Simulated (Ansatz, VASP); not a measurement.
# Rb3B4Pb: VASP beside Ansatz

```xyz
8
Lattice="6.1251 0.0000 0.0000 0.0000 6.1251 0.0000 0.0000 0.0000 6.1251" Properties=species:S:1:pos:R:3 pbc="T T T"
Rb    3.0625    0.0000    0.0000
Rb    0.0000    3.0625    0.0000
Rb    0.0000    0.0000    3.0625
B     0.0000    3.0625    3.0625
B     3.0625    0.0000    3.0625
B     3.0625    3.0625    0.0000
B     0.0000    0.0000    0.0000
Pb    3.0625    3.0625    3.0625
```

Change from the starting cell: species swapped into the BaSr3O4 type (Pm-3m, No. 221).

Alike in both runs: functional PBE; k mesh 4 × 4 × 4; occupations gaussian, width 0.1 eV; no spin polarisation.

Ansatz relaxed the structure, and its values are those at the end. VASP's run is a single point on that final structure, the one shown.

|  | VASP | Ansatz |
| --- | --- | --- |
| version | VASP 6.6.1 | Ansatz 0.2.0 |
| potentials or method | VASP PAW PBE potentials, release 64 (Rb_sv, B, Pb_d), cutoff 520 eV | scalar-relativistic, plane waves, PAW |
| valence electrons in the cell | 53 | 53 |

|  | VASP | Ansatz | Ansatz less VASP |
| --- | --- | --- | --- |
| gap on the k mesh at the Fermi level (eV) | none | none | - |
| pressure (GPa) | 0.2 | 0.2 | -0.03 |

A gap of «none» marks a metal or a gap that the smearing closes.

Spin-orbit coupling is off throughout.
